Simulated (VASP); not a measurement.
The system is Sn.

```
Sn
1.0
    -1.98777    1.98777    1.62686
     1.98777   -1.98777    1.62686
     1.98777    1.98777   -1.62686
Sn
1
Direct
  0.00000 0.00000 0.00000
```

Base run:

```yaml
Program: VASP 6.6.1
Functional: PBE
Potentials_or_basis: VASP PAW PBE potentials, release 64 (Sn_d)
Cutoff: 520 eV
k_mesh: 10 × 10 × 10
Occupations: fermi-dirac, width 0.05 eV
Spin: no spin polarisation
```

Its results: band gap on the k mesh zero (bands 7 and 8 overlap by 9.40 eV); pressure 4.5 GPa.

Task: The run is repeated on the same cell with these changes: functional from PBE to r2SCAN. What comes out?

Result: Band gap on the k mesh zero (bands 7 and 8 overlap by 9.93 eV); pressure 3.1 GPa.

Caveats: the cell stands under pressure; spin-orbit coupling is left out, which moves the levels of the heavy elements; the PAW data sets were made with another functional, which shifts forces and pressure a little (at least some runs).
